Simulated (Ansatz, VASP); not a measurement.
One calculation of Os, two programs

File INCAR:

```
SYSTEM = Os
  PREC = Accurate
  ENCUT = 520
  EDIFF = 1E-8
  ISMEAR = -1
  SIGMA = 0.05
  LREAL = .FALSE.
  LASPH = .TRUE.
  NELM = 120
  ALGO = Normal
  ISIF = 2
  LWAVE = .FALSE.
  LCHARG = .FALSE.
  GGA = PS
  LEFG = .TRUE.
  NBANDS = 10
  GGA_COMPAT = .FALSE.
```

File KPOINTS:

```
regular mesh
0
G
  14 14 14
  0 0 0
```

File POSCAR:

```
Os
1.0
    0.0000000000      1.9514618415      1.9514618415
    1.9514618415      0.0000000000      1.9514618415
    1.9514618415      1.9514618415      0.0000000000
Os
1
Direct
    0.0000000000      0.0000000000      0.0000000000
```

Input for Ansatz:

```yaml
crystal:
  lattice:
    - [0.0, 1.9514618415, 1.9514618415]
    - [1.9514618415, 0.0, 1.9514618415]
    - [1.9514618415, 1.9514618415, 0.0]
  atoms:
    - { symbol: Os, position: [0.0, 0.0, 0.0] }
kpoints:
  mp_grid: { grid: [14, 14, 14] }
scf:
  occupations: { method: fermi_dirac, width: 0.05 }
hamiltonian:
  xc: pbesol
  pseudopotentials: { kind: all_electron, datasets: crystal }
output:
  forces: true
  stress: true
  eigenvalues: true
  efg: { contact_densities: true }
```

Change from the starting cell: volume scaled by 1.01, crystal datasets.

Alike in both runs: task electric field gradients; functional PBEsol; k mesh 14 × 14 × 14; occupations fermi-dirac, width 0.05 eV; no spin polarisation.

```csv
,VASP,Ansatz
version,VASP 6.6.1,Ansatz 0.2.0
potentials or method,"VASP PAW PBE potentials, release 64 (Os), cutoff 520 eV","all-electron PAW with datasets made for the crystal, scalar-relativistic"
```

```csv
,VASP,Ansatz,Ansatz less VASP
pressure (GPa),-23.2,-23.1,+0.14
```

VASP's potentials were made for PBE, not for PBEsol. Ansatz ran all-electron here, and VASP with PAW potentials.

Neither program's run includes spin-orbit coupling.
